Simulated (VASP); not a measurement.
Input of a VASP 6.6.1 run:

Contents of INCAR:

```
SYSTEM = Ta4Al5N9
ALGO = Normal
EDIFF = 1E-6
ENCUT = 520
GGA = PE
GGA_COMPAT = .FALSE.
ISIF = 2
ISMEAR = -1
ISYM = -1
LASPH = .TRUE.
LCHARG = .FALSE.
LREAL = Auto
LWAVE = .FALSE.
NBANDS = 67
NELM = 120
PREC = Accurate
SIGMA = 0.3447
```

File KPOINTS:

```
explicit points
1
Reciprocal
  0.25000000   0.25000000   0.25000000 1
```

File POSCAR:

```
Ta4Al5N9
1.0
    5.7043550000     -0.0555350000     -0.0206970000
   -0.0555350000      6.2992770000      0.1411560000
   -0.0206970000      0.1411560000      5.7643950000
Al N Ta
5 9 4
Direct
    0.2274979560      0.7561972251      0.5956269044
    0.3923721321      0.2314684079      0.5448777836
    0.7277650258      0.5676555148      0.5023102287
    0.8675909589      0.8438064839      0.0621361274
    0.3711855678      0.1493135561      0.0060453740
    0.8646894536      0.3515274479      0.5930584683
    0.6570325022      0.1022866236      0.3047374843
    0.3644037879      0.3891639038      0.7616249832
    0.4073389464      0.6656621465      0.3399240490
    0.0571536425      0.1053771670      0.0584889289
    0.9609386771      0.7709592262      0.4479937664
    0.4573897951      1.0091394085      0.7724891362
    1.1252419707      0.7551675997      0.9171584694
    0.3784396520      0.2986105951      0.2451457418
    0.5080718750      0.6186967732      1.0214048138
   -0.0107477843      0.2854798875      0.2749527668
    0.8074170387      1.0136192572      0.5737583338
    1.0712234590      0.4033085607      0.8573780403
```

Potentials or basis: VASP PAW PBE potentials, release 64 (Al, N, Ta_pv).

Launch:

```sh
$ cat potpaw_PBE.64/Al/POTCAR potpaw_PBE.64/N/POTCAR potpaw_PBE.64/Ta_pv/POTCAR > POTCAR
$ mpirun -np 1 vasp_std > vasp.out
```

Predict the largest force.

9.785 eV/Å.

Estimate the pressure.

32.2 GPa.

Stress tensor (GPa, compression positive):
```
31.15 -7.46 -2.30
-7.46 36.23  8.47
-2.30  8.47 29.18
```

Caveat: the atoms stand as in a frame of molecular dynamics.
